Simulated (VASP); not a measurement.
# Zn (Fm-3m) in VASP: notebook

The runs below take Zn through single point, with r2SCAN.

Everything below comes from runs of VASP 6.6.1. Logs are shortened: lines on timing, memory, paths and dates and some standing lists are left out, and cuts for length are marked.

### 1 The cell of the first run

It takes space group Fm-3m (No. 225, cubic). Conventional cell: a = 3.981 Å, b = 3.981 Å, c = 3.981 Å, α = 90.00°, β = 90.00°, γ = 90.00°. Within 3.7 Å of Zn (site symmetry m-3m) lie 12 Zn at 2.82 Å.

### 2 Single point, r2SCAN

POSCAR reads:

```
Zn
1.0
    0.0000000000      1.9906312808      1.9906312808
    1.9906312808      0.0000000000      1.9906312808
    1.9906312808      1.9906312808      0.0000000000
Zn
1
Direct
    0.0000000000      0.0000000000      0.0000000000
```

INCAR.step1 reads:

```
SYSTEM = Zn
PREC = Accurate ; ENCUT = 520
ISMEAR = 1 ; SIGMA = 0.3
LREAL = .FALSE. ; LASPH = .TRUE.
NELM = 60 ; NBANDS = 12
GGA = PE ; ALGO = Normal
EDIFF = 1E-4 ; LWAVE = .TRUE.
LCHARG = .FALSE.
```

INCAR.step2 reads:

```
SYSTEM = Zn
PREC = Accurate ; ENCUT = 520
EDIFF = 1E-6 ; ISMEAR = 1
SIGMA = 0.3 ; LREAL = .FALSE.
LASPH = .TRUE. ; NELM = 60
ALGO = Normal ; ISIF = 2
LWAVE = .FALSE. ; LCHARG = .FALSE.
METAGGA = R2SCAN ; LMIXTAU = .TRUE.
NBANDS = 12 ; ISTART = 1
```

KPOINTS reads:

```
Automatic mesh
0
G
  13 13 13
  0 0 0
```

Potentials or basis: VASP PAW PBE potentials, release 64 (Zn).

On the command line:

```console
cat potpaw_PBE.64/Zn/POTCAR > POTCAR
cp INCAR.step1 INCAR
mpirun -np 1 vasp_std > vasp.out
cp INCAR.step2 INCAR
mpirun -np 1 vasp_std > vasp.out
```

OUTCAR:

```text
SYSTEM = Zn
   PREC = Accurate
   ENCUT = 520
   EDIFF = 1E-6
   ISMEAR = 1
   LREAL = .FALSE.
   LASPH = .TRUE.
   NELM = 60
   ISIF = 2
   METAGGA = R2SCAN
   ISTART = 1

 ion  position               nearest neighbor table
   1  0.000  0.000  0.000-

  LATTYP: Found a face centered cubic cell.
 ALAT       =     3.9812625616

  Lattice vectors:

 A1 = (   0.0000000000,   1.9906312808,   1.9906312808)
 A2 = (   1.9906312808,   0.0000000000,   1.9906312808)
 A3 = (   1.9906312808,   1.9906312808,   0.0000000000)

Analysis of symmetry for initial positions (statically):
=====================================================================
 Subroutine PRICEL returns:
 Original cell was already a primitive cell.

 Routine SETGRP: Setting up the symmetry group for a
 face centered cubic supercell.

 Subroutine GETGRP returns: Found 48 space group operations
 (whereof 48 operations were pure point group operations)
 out of a pool of 48 trial point group operations.

The static configuration has the point symmetry O_h .

Analysis of symmetry for dynamics (positions and initial velocities):
=====================================================================
 Subroutine PRICEL returns:
 Original cell was already a primitive cell.

 Routine SETGRP: Setting up the symmetry group for a
 face centered cubic supercell.

 Subroutine GETGRP returns: Found 48 space group operations
 (whereof 48 operations were pure point group operations)
 out of a pool of 48 trial point group operations.

The dynamic configuration has the point symmetry O_h .

 Subroutine INISYM returns: Found 48 space group operations
 (whereof 48 operations are pure point group operations),
 and found     1 'primitive' translations

----------------------------------------------------------------------------------------

                                     Primitive cell

  volume of cell :      15.7762

  direct lattice vectors                    reciprocal lattice vectors
     0.000000000  1.990631281  1.990631281    -0.251176602  0.251176602  0.251176602
     1.990631281  0.000000000  1.990631281     0.251176602 -0.251176602  0.251176602
     1.990631281  1.990631281  0.000000000     0.251176602  0.251176602 -0.251176602

  length of vectors
     2.815177755  2.815177755  2.815177755     0.435050636  0.435050636  0.435050636

  position of ions in fractional coordinates (direct lattice)
     0.000000000  0.000000000  0.000000000

  ion indices of the primitive-cell ions
   primitive index   ion index
                 1           1

----------------------------------------------------------------------------------------

 KPOINTS: Automatic mesh

Automatic generation of k-mesh.
 Grid dimensions read from file:
 generate k-points for:   13   13   13

 Generating k-lattice:

  Cartesian coordinates                     Fractional coordinates (reciprocal lattice)
    -0.019321277  0.019321277  0.019321277     0.076923077  0.000000000  0.000000000
     0.019321277 -0.019321277  0.019321277     0.000000000  0.076923077  0.000000000
     0.019321277  0.019321277 -0.019321277     0.000000000  0.000000000  0.076923077

  Length of vectors
     0.033465434  0.033465434  0.033465434

  Shift w.r.t. Gamma in fractional coordinates (k-lattice)
     0.000000000  0.000000000  0.000000000

 Subroutine IBZKPT returns following result:
 ===========================================

 Found     84 irreducible k-points:

 Following reciprocal coordinates:
            Coordinates               Weight
  0.000000  0.000000  0.000000      1.000000
  0.076923  0.000000  0.000000      8.000000
  0.153846  0.000000  0.000000      8.000000
  0.230769  0.000000  0.000000      8.000000
  0.307692  0.000000  0.000000      8.000000
  0.384615  0.000000  0.000000      8.000000
[... 16 lines left out ...]
  0.384615  0.153846  0.000000     24.000000
  0.461538  0.153846  0.000000     24.000000
 [... further k-points ...]
   k-points           NKPTS =     84   k-points in BZ     NKDIM =     84   number of bands    NBANDS=     12
   number of dos      NEDOS =    301   number of ions     NIONS =      1
   total plane-waves  NPLWV =  13824
   dimension x,y,z NGX =    24 NGY =   24 NGZ =   24
   dimension x,y,z NGXF=    48 NGYF=   48 NGZF=   48
   ions per type =               1
   NGX,Y,Z   is equivalent  to a cutoff of  14.17, 14.17, 14.17 a.u.
   NGXF,Y,Z  is equivalent  to a cutoff of  28.35, 28.35, 28.35 a.u.
 SYSTEM =  Zn
   PREC   = accura    normal or accurate (medium, high low for compatibility)
   ISTART =      1    job   : 0-new  1-cont  2-samecut
   ICHARG =      0    charge: 1-file 2-atom 10-const
   ISPIN  =      1    spin polarized calculation?
   LNONCOLLINEAR =      F non collinear calculations
   LSORBIT =      F    spin-orbit coupling
   LASPH  =      T    aspherical Exc in radial PAW
   ENCUT  =  520.0 eV  38.22 Ry    6.18 a.u.   5.23  5.23  5.23*2*pi/ulx,y,z
   NELM   =     60;   NELMIN=  2; NELMDL=  0     # of ELM steps
   EDIFF  = 0.1E-05   stopping-criterion for ELM
   LREAL  =      F    real-space projection
   EDIFFG = 0.1E-04   stopping-criterion for IOM
   NSW    =      0    number of steps for IOM
   IBRION =     -1    ionic relax: 0-MD 1-quasi-New 2-CG
   NFREE  =      0    steps in history (QN), initial steepest desc. (CG)
   ISIF   =      2    stress and relaxation
   ISYM   =      2    0-nonsym 1-usesym 2-fastsym
   POTIM  = 0.5000    time-step for ionic-motion
   TEBEG  =    0.0;   TEEND  =   0.0 temperature during run
   PSTRESS=    0.0 pullay stress
   NELECT =      12.0000    total number of electrons
   NUPDOWN=      -1.0000    fix difference up-down
   EMIN   =  10.00;   EMAX   =-10.00  energy-range for DOS
   EFERMI =   0.00;   METHOD = LEGACY
   ISMEAR =     1;   SIGMA  =   0.30  broadening in eV -4-tet -1-fermi 0-gaus
   EFERMI_NEDOS =   21; number of points for ismear=-14 and -15
   IALGO  =     38    algorithm
   IMIX   =      4    mixing-type and parameters
     AMIX     =   0.40;   BMIX     =  1.00
     AMIX_MAG =   1.60;   BMIX_MAG =  1.00
  volume/ion in A,a.u.               =      15.78       106.46
  Fermi-wavevector in a.u.,A,eV,Ry     =   1.494403  2.824012 30.385083  2.233241
  Thomas-Fermi vector in A             =   2.606680
   LORBIT       =      0    0 simple, 1 ext, 2 COOP (PROOUT), +10 PAW based schemes
   METAGGA = R2SCAN    functional components
   LHFCALC =     F    Hartree Fock is set to
   AEXX    =    0.0000 exact exchange contribution
   IVDW    =     0    specifies the selected vdW correction
   LEPSILON=     F    determine dielectric tensor
   LRPA    =     F    only Hartree local field effects (RPA)
 non-spin polarized calculation
 Methfessel and Paxton  Order N= 1 SIGMA  =   0.30
  energy-cutoff  :      520.00
  volume of cell :       15.78
 maximum number of plane-waves:       440
 NGX is ok and might be reduce to    24
   NGX = 11   NGY = 11   NGZ = 11

 number of electron      11.9999994 magnetization

 Free energy of the ion-electron system (eV)
  ---------------------------------------------------
  ext. energy  EPLUGINS =         0.00000000
  ---------------------------------------------------
  free energy    TOTEN  =        -8.83673281 eV

  energy without entropy =       -8.83809659  energy(sigma->0) =       -8.83718740

 E-fermi :   2.6779     XC(G=0): -12.4372

 val. band max:        2.5431595664   @ k =  -0.3846   0.4615   0.0769
 cond. band min:       2.7201972823   @ k =  -0.3846   0.3077   0.0000
 fundamental gap:      0.1770377159
 Fermi energy:         2.6778759930

 k-point     1 :       0.0000    0.0000    0.0000
  band No.  band energies     occupation
      1      -7.8283      2.00000
      2      -5.1570      2.00000
      3      -5.1570      2.00000
      4      -5.1570      2.00000
      5      -4.7991      2.00000
      6      -4.7991      2.00000
      7      21.4713      0.00000
      8      21.4714      0.00000
      9      21.4714      0.00000
     10      22.0916      0.00000
     11      24.0227      0.00000
     12      24.0227      0.00000

 k-point     2 :       0.0769    0.0000    0.0000
  band No.  band energies     occupation
      1      -7.6464      2.00000
      2      -5.1707      2.00000
      3      -5.1380      2.00000
      4      -5.1380      2.00000
      5      -4.8043      2.00000
      6      -4.8043      2.00000
      7      18.5593      0.00000
      8      20.8781      0.00000
      9      20.8782      0.00000
     10      21.8436      0.00000
     11      24.9242      0.00000
     12      24.9243      0.00000

 k-point     3 :       0.1538    0.0000    0.0000
  band No.  band energies     occupation
      1      -7.1191      2.00000
      2      -5.1882      2.00000
      3      -5.0972      2.00000
      4      -5.0971      2.00000
      5      -4.8061      2.00000
      6      -4.8060      2.00000
      7      14.7025      0.00000
      8      19.9732      0.00000
      9      19.9733      0.00000
     10      21.6535      0.00000
     11      26.6500      0.00000
     12      26.6500      0.00000
[... 286 lines left out ...]
 k-point    23 :       0.3846    0.1538    0.0000
  band No.  band energies     occupation
      1      -5.6555      2.00000
      2      -5.1792      2.00000
      3      -5.0461      2.00000
      4      -4.9856      2.00000
      5      -4.5653      2.00000
      6      -3.1166      2.00000
      7       7.1954     -0.00000
      8      15.2044      0.00000
      9      15.6141      0.00000
     10      17.8121      0.00000
     11      25.3623      0.00000
     12      27.7130      0.00000

 k-point    24 :       0.4615    0.1538    0.0000
  band No.  band energies     occupation
      1      -5.6707      2.00000
      2      -5.2159      2.00000
      3      -5.0184      2.00000
      4      -4.8954      2.00000
      5      -4.5233      2.00000
      6      -1.3992      2.00000
      7       4.2590     -0.00000
      8      14.2619      0.00000
      9      15.3548      0.00000
     10      17.9112      0.00000
     11      26.4262      0.00000
     12      27.1777      0.00000

 [... further k-points ...]
[... 5 lines left out ...]
  --------------------------------------------------------------------------------------
  -------------------------------------------------------------------------------------
  Total       -0.6341865     -0.6341865     -0.6341865      0.0000000      0.0000000     -0.0000000
  in kB      -64.4058227    -64.4058227    -64.4058227      0.0000000      0.0000000     -0.0000000
  external PRESSURE =     -64.4058227 kB  Pullay stress =       0.0000000 kB

 VOLUME and BASIS-vectors are now :
 -----------------------------------------------------------------------------
  energy-cutoff  :      520.00
  volume of cell :       15.78
      direct lattice vectors                 reciprocal lattice vectors
     0.000000000  1.990631281  1.990631281    -0.251176602  0.251176602  0.251176602
     1.990631281  0.000000000  1.990631281     0.251176602 -0.251176602  0.251176602
     1.990631281  1.990631281  0.000000000     0.251176602  0.251176602 -0.251176602

 POSITION                                       TOTAL-FORCE (eV/Angst)
 -----------------------------------------------------------------------------------
      0.00000      0.00000      0.00000        -0.000000      0.000000     -0.000000
 -----------------------------------------------------------------------------------
    total drift:                               -0.000000      0.000000      0.000000

  FREE ENERGIE OF THE ION-ELECTRON SYSTEM (eV)
  ---------------------------------------------------
  free  energy   TOTEN  =        -8.8367328114 eV

  energy  without entropy=       -8.8380965857  energy(sigma->0) =       -8.83718740
```

Run time: 22 s. Hardware: 1 thread of Intel Xeon 6975P-C (Granite Rapids), shared host; peak memory 0.14 GiB.

What came out:

| Property | Result |
| --- | --- |
| Free energy | -8.8367 eV |
| Pressure | -6.4 GPa |
| Band gap on the k mesh | zero (band 6 reaches 3.79 eV, above the bottom of band 7 at 1.47 eV) |

Caveat: the PAW data sets were made with another functional, which shifts forces and pressure a little.

### 3 Single point, r2SCAN

This run uses another cell than the first one, of 16.23 Å³/atom, 1.029 times its volume.

POSCAR reads:

```
Zn
1.0
    0.0000000000      2.0095908150      2.0095908150
    2.0095908150      0.0000000000      2.0095908150
    2.0095908150      2.0095908150      0.0000000000
Zn
1
Direct
    0.0000000000      0.0000000000      0.0000000000
```

INCAR.step1 reads:

```
SYSTEM = Zn
ALGO = Normal
EDIFF = 1E-4
ENCUT = 520
GGA = PE
ISMEAR = 1
LASPH = .TRUE.
LCHARG = .FALSE.
LREAL = .FALSE.
LWAVE = .TRUE.
NBANDS = 12
NELM = 80
PREC = Accurate
SIGMA = 0.3
```

INCAR.step2 reads:

```
SYSTEM = Zn
ALGO = Normal
EDIFF = 1E-6
ENCUT = 520
ISIF = 2
ISMEAR = 1
ISTART = 1
LASPH = .TRUE.
LCHARG = .TRUE.
LELF = .TRUE.
LMIXTAU = .TRUE.
LREAL = .FALSE.
LVHAR = .TRUE.
LWAVE = .FALSE.
METAGGA = R2SCAN
NBANDS = 12
NELM = 80
PREC = Accurate
SIGMA = 0.3
```

KPOINTS reads:

```
k-points
0
G
  13 13 13
  0 0 0
```

Potentials or basis: VASP PAW PBE potentials, release 64 (Zn).

On the command line:

```console
cat potpaw_PBE.64/Zn/POTCAR > POTCAR
cp INCAR.step1 INCAR
mpirun -np 1 vasp_std > vasp.out
cp INCAR.step2 INCAR
mpirun -np 1 vasp_std > vasp.out
```

Wall time 24 s (1 thread of Intel Xeon 6975P-C (Granite Rapids), shared host); peak memory 0.14 GiB.

Results (log left out):

```
Free energy            : -8.8161 eV
Pressure               : -7.7 GPa
Band gap on the k mesh : zero (band 6 reaches 3.61 eV, above the bottom of band 7 at 1.25 eV)
```

Levels at points of the mesh, in eV from the Fermi level:
```tsv
k point	band 4	band 5	band 6	band 7	band 8	band 9
(0.00, 0.00, 0.00)	-7.78	-7.44	-7.44	18.38	18.38	18.38
```

Caveat: the PAW data sets were made with another functional, which shifts forces and pressure a little.
